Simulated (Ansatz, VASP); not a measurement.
# Two plane-wave programs on EuRe3

The input INCAR:

```
SYSTEM = EuRe3
PREC = Accurate ; ENCUT = 520
EDIFF = 1E-6 ; ISMEAR = 0
SIGMA = 0.05 ; LREAL = .FALSE.
LASPH = .TRUE. ; NELM = 150
ALGO = Normal ; ISIF = 2
LWAVE = .FALSE. ; LCHARG = .FALSE.
ISPIN = 2 ; MAGMOM = 6.76 0 0 0
LORBIT = 11 ; LMAXMIX = 6
GGA = PS ; NBANDS = 31
```

The input KPOINTS:

```
regular mesh
0
G
  8 8 8
  0 0 0
```

File POSCAR:

```
EuRe3
1.0
    4.0091502113      0.0000000000      0.0000000000
    0.0000000000      4.0091502113      0.0000000000
    0.0000000000      0.0000000000      4.0091502113
Eu Re
1 3
Direct
    0.0000000000      0.0000000000      0.0000000000
    0.0000000000      0.5000000000      0.5000000000
    0.5000000000      0.5000000000      0.0000000000
    0.5000000000      0.0000000000      0.5000000000
```

Input for Ansatz:

```yaml
crystal:
  lattice:
    - [4.0091502113, 0.0, 0.0]
    - [0.0, 4.0091502113, 0.0]
    - [0.0, 0.0, 4.0091502113]
  atoms:
    - { symbol: Eu, position: [0.0, 0.0, 0.0], spin: 6.76 }
    - { symbol: Re, position: [0.0, 0.5, 0.5] }
    - { symbol: Re, position: [0.5, 0.5, 0.0] }
    - { symbol: Re, position: [0.5, 0.0, 0.5] }
basis:
  ecutwfc: 420
  ecutrho_ratio: 4
kpoints:
  mp_grid: { grid: [8, 8, 8] }
hamiltonian:
  xc: pbesol
scf:
  occupations: { method: gaussian, width: 0.05 }
output:
  forces: true
  stress: true
  eigenvalues: true
  populations: true
magnetization:
  spin_polarized: true
```

Alike in both runs: task single point; functional PBEsol; k mesh 8 × 8 × 8; occupations gaussian, width 0.05 eV; collinear spin.

|  | VASP | Ansatz |
| --- | --- | --- |
| version | VASP 6.6.1 | Ansatz 0.2.0 |
| potentials or method | VASP PAW PBE potentials, release 64 (Eu, Re), cutoff 520 eV | scalar-relativistic, plane waves, PAW |
| valence electrons in the cell | 38 | 62 |

Ansatz gave:

| Item | Value |
| --- | --- |
| pressure (GPa) | 9.7 |
| net moment per atom (μB) | 1.50 |
| size of the moment on the site where the two differ most (μB) | 6.13 |

Q: Estimate VASP's values.

A: Pressure (GPa): 10.2; net moment per atom (μB): 1.50; size of the moment on the site where the two differ most (μB): 6.09.

VASP's potentials were made for PBE, not for PBEsol. Site moments also hang on the region over which each program counts them. With one functional, cell and mesh, what is left measures potentials, basis and numerics. VASP's potentials hold 38 valence electrons a cell and Ansatz's 62, so a difference there can come from the potentials and not from the codes.

Neither program's run includes spin-orbit coupling.
